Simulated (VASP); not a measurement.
Wanted: the native input for a VASP 6.6.1 run.

- Task: single point
- Functional: LDA
- Potentials or basis: VASP PAW LDA potentials, release 64 (Tc_pv)
- Cutoff: 520 eV
- k mesh: 9 × 9 × 5
- Occupations: methfessel-paxton, width 0.05 eV
- Spin: no spin polarisation
- Dipole correction: no
- Further INCAR settings: ALGO = Normal; EDIFF = 1e-06; NBANDS = 20

The structure of Tc lies in POSCAR:

```
Tc
1.0
    2.6697319348      0.0000000000      0.0000000000
   -1.3348659674      2.3120556769      0.0000000000
    0.0000000000      0.0000000000      4.2892132522
Tc
2
Direct
    0.3333333333      0.6666666667      0.2500000000
    0.6666666667      0.3333333333      0.7500000000
```

One way to write it, as run:

INCAR

```
SYSTEM = Tc
PREC = Accurate
ENCUT = 520
EDIFF = 1E-6
ISMEAR = 1
SIGMA = 0.05
LREAL = .False.
LASPH = .True.
NELM = 100
ALGO = Normal
ISIF = 2
LWAVE = .False.
LCHARG = .False.
NBANDS = 20
```

KPOINTS

```
Automatic mesh
0
Gamma
  9 9 5
  0 0 0
```

Potentials or basis: VASP PAW LDA potentials, release 64 (Tc_pv).

The run is started by

```console
$ cat potpaw_LDA.64/Tc_pv/POTCAR > POTCAR
$ mpirun -np 1 vasp_std > vasp.out
```

Results of the run:

| Quantity | Value |
| --- | --- |
| Pressure | 15.1 GPa |
| Band gap on the k mesh | zero (band 13 reaches 15.03 eV, above the bottom of band 14 at 12.53 eV) |

Wall time 5.2 s on 1 thread of Intel(R) Xeon(R) 6975P-C (Granite Rapids), with other jobs on the host, peak memory 0.13 GiB.
